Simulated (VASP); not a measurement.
Write the native input for VASP 6.6.1 that does the following.

- Task: single point
- Functional: PBEsol
- Potentials or basis: VASP PAW PBE potentials, release 64 (Ga_d, N)
- Cutoff: 520 eV
- k mesh: 8 × 8 × 8
- Occupations: gaussian, width 0.01 eV
- Spin: no spin polarisation
- Dipole correction: no
- Further INCAR settings: ALGO = Normal; EDIFF = 1e-06; NBANDS = 16

The structure of GaN lies in POSCAR:

```
GaN
1.0
    0.0000000000      2.2491336651      2.2491336651
    2.2491336651      0.0000000000      2.2491336651
    2.2491336651      2.2491336651      0.0000000000
Ga N
1 1
Direct
    0.0000000000      0.0000000000      0.0000000000
    0.2500000000      0.2500000000      0.2500000000
```

These files were run (other wordings do the same):

INCAR

```
SYSTEM = GaN
PREC = Accurate
ENCUT = 520
EDIFF = 1E-6
ISMEAR = 0
SIGMA = 0.01
LREAL = .False.
LASPH = .True.
NELM = 100
ALGO = Normal
ISIF = 2
LWAVE = .False.
LCHARG = .False.
GGA = PS
NBANDS = 16
```

KPOINTS

```
Automatic mesh
0
Gamma
  8 8 8
  0 0 0
```

Potentials or basis: VASP PAW PBE potentials, release 64 (Ga_d, N).

The run is started by

```sh
$ cat potpaw_PBE.64/Ga_d/POTCAR potpaw_PBE.64/N/POTCAR > POTCAR
$ mpirun -np 1 vasp_std > vasp.out
```

Results of the run:

```yaml
Pressure: -0.2 GPa
Band_gap_on_the_k_mesh: 1.72 eV
```

Caveat: the PAW data sets were made with another functional, which shifts forces and pressure a little.

It took 4.3 s on 1 thread of Intel(R) Xeon(R) 6975P-C (Granite Rapids) (shared host), peak memory 0.13 GiB.
